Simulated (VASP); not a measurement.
Tc:

```
CELL_PARAMETERS angstrom
2.77606 0.00000 0.00000
-1.38803 2.40414 0.00000
0.00000 0.00000 4.45588
ATOMIC_POSITIONS crystal
Tc 0.66667 0.33333 0.75000
Tc 0.33333 0.66667 0.25000
```

Program: VASP 6.6.1. Alike in all runs: task single point; no spin polarisation; cell as given; k mesh 11 × 11 × 6; cutoff (eV) 520; smearing fermi-dirac 0.05 eV.

**Question.** Order these runs on this cell by their pressure, lowest first.
A. level LDA; potentials or basis VASP PAW LDA potentials, release 64 (Tc_pv)
B. level PBE; potentials or basis VASP PAW PBE potentials, release 64 (Tc_pv)
C. level PBEsol; potentials or basis VASP PAW PBE potentials, release 64 (Tc_pv)

**Answer.** A (-22.2 GPa), C (-17.8 GPa), B (-9.0 GPa).

Caveats: the PAW data sets were made with another functional, which shifts forces and pressure a little (some runs).
